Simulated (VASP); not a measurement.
Input of a VASP 6.6.1 run:

File INCAR:

```
SYSTEM = MgO
  PREC = Accurate
  ENCUT = 520
  EDIFF = 1E-7
  ISMEAR = -1
  SIGMA = 0.02
  LREAL = .FALSE.
  LASPH = .TRUE.
  NELM = 60
  ALGO = Normal
  ISIF = 2
  LWAVE = .FALSE.
  LCHARG = .TRUE.
  LELF = .TRUE.
  LVHAR = .TRUE.
  NBANDS = 16
```

File KPOINTS:

```
Automatic mesh
0
G
  12 12 6
  0 0 0
```

Contents of POSCAR:

```
MgO
1.0
    3.4511490779      0.0000000000      0.0000000000
   -1.7255745390      2.9887827737      0.0000000000
    0.0000000000      0.0000000000      4.1376105662
Mg O
2 2
Direct
    0.6666666667      0.3333333333      0.7500000000
    0.3333333333      0.6666666667      0.2500000000
    0.6666666667      0.3333333333      0.2500000000
    0.3333333333      0.6666666667      0.7500000000
```

Potentials or basis: VASP PAW LDA potentials, release 64 (Mg, O).

Launch:

```console
$ cat potpaw_LDA.64/Mg/POTCAR potpaw_LDA.64/O/POTCAR > POTCAR
$ mpirun -np 1 vasp_std > vasp.out
```

**Question.** Predict the band gap on the k mesh.

**Answer.** 3.49 eV, direct.

**Question.** Predict the pressure.

**Answer.** -1.7 GPa.

Stress tensor (GPa, compression positive):
```
-1.79  0.00  0.00
 0.00 -1.79  0.00
 0.00  0.00 -1.65
```

A k mesh can miss the band edges.
